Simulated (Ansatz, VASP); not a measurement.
Two plane-wave programs on SiC

Contents of POSCAR:

```
SiC
1.0
   -1.5387796673     -2.6652445653      0.0000000000
    1.5387796672     -2.6652445654      0.0000000000
    0.0000000000      0.0000000000     10.5767691650
Si C
4 4
Direct
    0.3333333333      0.3333333333      0.0895921399
    0.6666666667      0.6666666667      0.5659554323
    0.0000000000      0.0000000000      0.8041900145
    0.0000000000      0.0000000000      0.3278267221
    0.3333333333      0.3333333333      0.8631741008
    0.6666666667      0.6666666667      0.3868108083
    1.0000000000      0.0000000000      0.6256214354
    1.0000000000      0.0000000000      0.1492581430
```

The input INCAR.step1:

```
SYSTEM = SiC
PREC = Accurate
ENCUT = 520
ISMEAR = 0
SIGMA = 0.05
LREAL = .False.
LASPH = .True.
NELM = 60
NBANDS = 26
GGA = PE
ALGO = Normal
EDIFF = 1E-4
LWAVE = .True.
LCHARG = .False.
```

INCAR.step2

```
SYSTEM = SiC
PREC = Accurate
ENCUT = 520
EDIFF = 1E-7
ISMEAR = 0
SIGMA = 0.05
LREAL = .False.
LASPH = .True.
NELM = 60
ALGO = Normal
ISIF = 2
LWAVE = .False.
LCHARG = .True.
METAGGA = R2SCAN
LMIXTAU = .True.
LELF = .True.
LVHAR = .True.
NBANDS = 26
ISTART = 1
```

Contents of KPOINTS:

```
Automatic mesh
0
Gamma
  8 8 3
  0 0 0
```

Input for Ansatz:

```yaml
crystal:
  lattice:
    - [-1.5387796673, -2.6652445653, 0.0]
    - [1.5387796672, -2.6652445654, 0.0]
    - [0.0, 0.0, 10.576769165]
  atoms:
    - { symbol: Si, position: [0.3333333333, 0.3333333333, 0.0895921399] }
    - { symbol: Si, position: [0.6666666667, 0.6666666667, 0.5659554323] }
    - { symbol: Si, position: [0.0, 0.0, 0.8041900145] }
    - { symbol: Si, position: [0.0, 0.0, 0.3278267221] }
    - { symbol: C, position: [0.3333333333, 0.3333333333, 0.8631741008] }
    - { symbol: C, position: [0.6666666667, 0.6666666667, 0.3868108083] }
    - { symbol: C, position: [1.0, 0.0, 0.6256214354] }
    - { symbol: C, position: [1.0, 0.0, 0.149258143] }
basis:
  ecutwfc: 500
kpoints:
  mp_grid: { grid: [8, 8, 3] }
hamiltonian:
  xc: r2scan
scf:
  occupations: { method: gaussian, width: 0.05 }
output:
  forces: true
  stress: true
  eigenvalues: true
```

Alike in both runs: task single point; functional r2SCAN; k mesh 8 × 8 × 3; occupations gaussian, width 0.05 eV; no spin polarisation.

|  | VASP | Ansatz |
| --- | --- | --- |
| version | VASP 6.6.1 | Ansatz 0.2.0 |
| potentials or method | VASP PAW PBE potentials, release 64 (Si, C), cutoff 520 eV | scalar-relativistic, plane waves, PAW |
| valence electrons in the cell | 32 | 32 |

|  | VASP | Ansatz | Ansatz less VASP |
| --- | --- | --- | --- |
| gap on the k mesh at the Fermi level (eV) | 1.83 | 1.81 | -0.020 |
| least direct gap on the mesh (eV) | 3.29 | 3.27 | -0.018 |
| pressure (GPa) | -4.9 | -4.7 | +0.16 |
| traceless stress, the component that is largest in VASP (GPa) | -9.21 | -9.14 | +0.066 |
| rms of the force components (eV/Å) | 0.691 | 0.694 | +0.0037 |

VASP's potentials were made for PBE, not for r2SCAN. Atom by atom the forces differ by 0.005 eV/Å (rms over components).
